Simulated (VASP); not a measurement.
Input of a VASP 6.6.1 run:

File INCAR:

```
SYSTEM = BaTiO3
PREC     = Accurate       ! precision mode
ENCUT    = 520            ! plane-wave cutoff, eV
EDIFF    = 1E-6           ! SCF threshold, eV
ISMEAR   = 0              ! smearing method
SIGMA    = 0.05           ! smearing width, eV
LREAL    = .FALSE.        ! projectors in reciprocal space
LASPH    = .TRUE.         ! aspherical terms in the spheres
NELM     = 80             ! most SCF steps
ALGO     = Normal         ! electronic algorithm
ISIF     = 2              ! what is computed and relaxed
LWAVE    = .FALSE.        ! write WAVECAR
LCHARG   = .FALSE.        ! write CHGCAR
GGA      = PE             ! functional
NBANDS   = 28             ! bands
```

The input KPOINTS:

```
Automatic mesh
0
G
  8 8 8
  0 0 0
```

POSCAR

```
BaTiO3
1.0
    4.0192318615      0.0000000000      0.0000000000
    0.0000000000      4.0192318615      0.0000000000
    0.0000000000      0.0000000000      4.0192813204
Ba Ti O
1 1 3
Direct
    0.0000000000      0.0000000000      0.0000000000
    0.5000000000      0.5000000000      0.5000000000
    0.5000000000      0.5000000000     -0.0497601397
    0.5000000000      0.0000000000      0.5000000000
    0.0000000000      0.5000000000      0.5000000000
```

Potentials or basis: VASP PAW PBE potentials, release 64 (Ba_sv, Ti_sv, O).

The run is started by

```bash
$ cat potpaw_PBE.64/Ba_sv/POTCAR potpaw_PBE.64/Ti_sv/POTCAR potpaw_PBE.64/O/POTCAR > POTCAR
$ mpirun -np 1 vasp_std > vasp.out
```

Task: What does it give for the pressure?

Result: 4.6 GPa.

Task: Estimate the band gap on the k mesh.

Result: 1.79 eV, indirect (least direct gap 2.09 eV).

Task: What does it give for the largest force?

Result: 1.571 eV/Å.

Stress tensor (GPa, compression positive):
```
3.11 0.00 0.00
0.00 3.11 0.00
0.00 0.00 7.64
```

Caveat: the cell differs from its parent crystal (atom 3 (O) moved by (+0.000, -0.200) A along [1 1 0] and z); spin-orbit coupling is left out, which moves the levels of the heavy elements; forces of over 1 eV/Å act on the atoms, so gaps and moduli don't describe the material at rest. A k mesh can miss the band edges.
